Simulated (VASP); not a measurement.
Write the native input for VASP 6.6.1 that does the following.

| Property | Result |
| --- | --- |
| Task | single point |
| Functional | r2SCAN |
| Potentials or basis | VASP PAW PBE potentials, release 64 (Pb_d, O) |
| Cutoff | 520 eV |
| k mesh | 6 × 6 × 4 |
| Occupations | gaussian, width 0.01 eV |
| Spin | no spin polarisation |
| Dipole correction | no |
| Further INCAR settings | ALGO = Normal; EDIFF = 1e-06; NBANDS = 28 |

Crystal: PbO.

```
Pb O
1.0
     4.26033    0.00000    0.00000
    -2.13016    3.68955    0.00000
     0.00000    0.00000    5.27676
Pb O
2 2
Cartesian
  0.0000 2.4597 1.3192
  2.1302 1.2299 3.9576
  2.1302 1.2299 1.3192
  0.0000 2.4597 3.9576
```

These files were run (other wordings do the same):

POSCAR

```
PbO
1.0
    4.2603255223      0.0000000000      0.0000000000
   -2.1301627612      3.6895501307      0.0000000000
    0.0000000000      0.0000000000      5.2767566732
Pb O
2 2
Direct
    0.3333333333      0.6666666667      0.2500000000
    0.6666666667      0.3333333333      0.7500000000
    0.6666666667      0.3333333333      0.2500000000
    0.3333333333      0.6666666667      0.7500000000
```

INCAR.step1

```
SYSTEM = PbO
  PREC = Accurate
  ENCUT = 520
  ISMEAR = 0
  SIGMA = 0.01
  LREAL = .FALSE.
  LASPH = .TRUE.
  NELM = 60
  NBANDS = 28
  GGA = PE
  ALGO = Normal
  EDIFF = 1E-4
  LWAVE = .TRUE.
  LCHARG = .FALSE.
```

INCAR.step2

```
SYSTEM = PbO
  PREC = Accurate
  ENCUT = 520
  EDIFF = 1E-6
  ISMEAR = 0
  SIGMA = 0.01
  LREAL = .FALSE.
  LASPH = .TRUE.
  NELM = 60
  ALGO = Normal
  ISIF = 2
  LWAVE = .FALSE.
  LCHARG = .FALSE.
  METAGGA = R2SCAN
  LMIXTAU = .TRUE.
  NBANDS = 28
  ISTART = 1
```

KPOINTS

```
Automatic mesh
0
G
  6 6 4
  0 0 0
```

Potentials or basis: VASP PAW PBE potentials, release 64 (Pb_d, O).

Run with:

```sh
$ cat potpaw_PBE.64/Pb_d/POTCAR potpaw_PBE.64/O/POTCAR > POTCAR
$ cp INCAR.step1 INCAR
$ mpirun -np 1 vasp_std > vasp.out
$ cp INCAR.step2 INCAR
$ mpirun -np 1 vasp_std > vasp.out
```

Results of the run:

The pressure is 0.2 GPa and the band gap on the k mesh is 1.57 eV, direct.

Caveat: the PAW data sets were made with another functional, which shifts forces and pressure a little; spin-orbit coupling is left out, which moves the levels of the heavy elements.

Run time: 58 s on 1 thread of Intel(R) Xeon(R) 6975P-C (Granite Rapids) (shared host), peak memory 0.21 GiB.
